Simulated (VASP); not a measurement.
The system is Al2O3.

```
CELL_PARAMETERS angstrom
2.42693 1.40119 4.41683
-2.42693 1.40119 4.41683
0.00000 -2.80238 4.41683
ATOMIC_POSITIONS crystal
Al 0.85216 0.85216 0.85216
Al 0.64784 0.64784 0.64784
Al 0.14784 0.14784 0.14784
Al 0.35216 0.35216 0.35216
O 0.05668 0.75000 0.44332
O 0.75000 0.44332 0.05668
O 0.44332 0.05668 0.75000
O 0.94332 0.25000 0.55668
O 0.25000 0.55668 0.94332
O 0.55668 0.94332 0.25000
```

Base run:

```yaml
Program: VASP 6.6.1
Functional: PBE
Potentials_or_basis: VASP PAW PBE potentials, release 64 (Al, O)
Cutoff: 520 eV
k_mesh: 7 × 7 × 7
Occupations: fermi-dirac, width 0.05 eV
Spin: no spin polarisation
```

Its results: band gap on the k mesh 5.49 eV; pressure -6.4 GPa; largest force 0.077 eV/Å.

Problem. The run is repeated on the same cell with these changes: functional from PBE to b88 exchange, pbe correlation; cutoff from 520 eV to 600 eV; further incar settings from ALGO = Normal; EDIFF = 1e-07; NBANDS = 35 to ALGO = Normal; EDIFF = 1e-06; NBANDS = 35. What comes out?

Solution. Band gap on the k mesh 5.54 eV; pressure -6.8 GPa; largest force 0.085 eV/Å.

Caveats: the cell stands under tension; an odd mesh through Γ misses points on the zone boundary, where band edges can lie; the PAW data sets were made with another functional, which shifts forces and pressure a little (at least some runs).
